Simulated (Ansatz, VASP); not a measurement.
# One calculation of InSe2, two programs

File INCAR:

```
ALGO = Normal ; EDIFF = 1E-6
ENCUT = 520 ; GGA = PE
ISIF = 2 ; ISMEAR = 0
LASPH = True ; LCHARG = False
LREAL = False ; LWAVE = False
NBANDS = 34 ; NELM = 100
PREC = Accurate ; SIGMA = 0.5
```

File KPOINTS:

```
k-points
0
Gamma
  10 10 4
```

The input POSCAR:

```
InSe2
1.0
    3.8948930000      0.0000000000      0.0000000000
    0.0000000000      3.8948930000      0.0000000000
    0.0000000000      0.0000000000      9.6262310000
In Se
2 4
Direct
    0.0000000000      0.5000000000      0.7064680000
    0.5000000000      0.0000000000      0.2935320000
    0.0000000000      0.5000000000      0.3662120000
    0.5000000000      0.0000000000      0.6337880000
    0.0000000000      0.0000000000      0.0000000000
    0.5000000000      0.5000000000      0.0000000000
```

Input for Ansatz:

```yaml
crystal:
  lattice:
    - [3.894893, 0.0, 0.0]
    - [0.0, 3.894893, 0.0]
    - [0.0, 0.0, 9.626231]
  atoms:
    - { symbol: In, position: [0.0, 0.5, 0.706468] }
    - { symbol: In, position: [0.5, 0.0, 0.293532] }
    - { symbol: Se, position: [0.0, 0.5, 0.366212] }
    - { symbol: Se, position: [0.5, 0.0, 0.633788] }
    - { symbol: Se, position: [0.0, 0.0, 0.0] }
    - { symbol: Se, position: [0.5, 0.5, 0.0] }
basis:
  ecutwfc: 420
kpoints:
  mp_grid: { grid: [10, 10, 4] }
hamiltonian:
  xc: pbe
scf:
  occupations: { method: gaussian, width: 0.5 }
output:
  forces: true
  stress: true
  eigenvalues: true
```

Alike in both runs: task single point; functional PBE; k mesh 10 × 10 × 4; occupations gaussian, width 0.5 eV; no spin polarisation.

|  | VASP | Ansatz |
| --- | --- | --- |
| version | VASP 6.6.1 | Ansatz 0.2.0 |
| potentials or method | VASP PAW PBE potentials, release 64 (In_d, Se), cutoff 520 eV | scalar-relativistic, plane waves, PAW |
| valence electrons in the cell | 50 | 90 |

|  | VASP | Ansatz | Ansatz less VASP |
| --- | --- | --- | --- |
| gap on the k mesh at the Fermi level (eV) | none | none | - |
| pressure (GPa) | 0.1 | 0.1 | -0.02 |
| traceless stress, the component that is largest in VASP (GPa) | 0.50 | 0.52 | +0.020 |
| rms of the force components (eV/Å) | 0.028 | 0.029 | +0.0001 |

Atom by atom the forces differ by 0.000 eV/Å (rms over components). A gap of «none» marks a metal or a gap that the smearing closes. The functional is the same, so the differences come from potentials, cutoffs and numerics. VASP's potentials hold 50 valence electrons a cell and Ansatz's 90, so a difference there can come from the potentials and not from the codes.
